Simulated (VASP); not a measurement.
Write the native input for VASP 6.6.1 that does the following.

```
Task                   : relaxation of the atoms
Functional             : PBEsol
Potentials or basis    : VASP PAW PBE potentials, release 64 (W_sv, S)
Cutoff                 : 520 eV
k mesh                 : 12 × 12 × 2
Occupations            : gaussian, width 0.02 eV
Spin                   : no spin polarisation
Dipole correction      : no
Further INCAR settings : ALGO = Normal; EDIFF = 1e-06; IBRION = 2; EDIFFG = -0.008; NSW = 60
```

The structure of WS2 lies in POSCAR:

```
WS2
1.0
    3.1457762274      0.0000000000      0.0000000000
   -1.5728881137      2.7243221276      0.0000000000
    0.0000000000      0.0000000000     17.2077223777
W S
1 2
Direct
    0.3333333333      0.6666666667      0.0000000000
    0.6666666667      0.3333333333      0.9075761489
    0.6666666667      0.3333333333      0.0924238511
```

This cell differs from its parent crystal: strain along c alone, the other axes held: +1.5 %.

These files were run (other wordings do the same):

INCAR

```
  PREC = Accurate
  ENCUT = 520
  EDIFF = 1E-6
  ISMEAR = 0
  SIGMA = 0.02
  LREAL = False
  LASPH = True
  NELM = 60
  ALGO = Normal
  ISIF = 2
  LWAVE = False
  LCHARG = False
  GGA = PS
  IBRION = 2
  NSW = 60
  EDIFFG = -0.008
```

KPOINTS

```
regular mesh
0
Gamma
  12 12 2
```

Potentials or basis: VASP PAW PBE potentials, release 64 (W_sv, S).

Launch:

```sh
$ cat potpaw_PBE.64/W_sv/POTCAR potpaw_PBE.64/S/POTCAR > POTCAR
$ mpirun -np 1 vasp_std > vasp.out
```

It gave:

```json
{"Energy gained by relaxing": "3.4 meV/atom", "Ionic steps": "3", "Band gap on the k mesh": "1.94 eV, direct"}
```

Caveat: the cell differs from its parent crystal (strain along c alone, the other axes held: +1.5 %); spin-orbit coupling is left out, which moves the levels of the heavy elements.

It took 4.4 min on 1 thread of Intel(R) Xeon(R) Platinum 8259CL CPU @ 2.50GHz (Skylake/Cascade Lake), with other jobs on the host, peak memory 0.31 GiB.
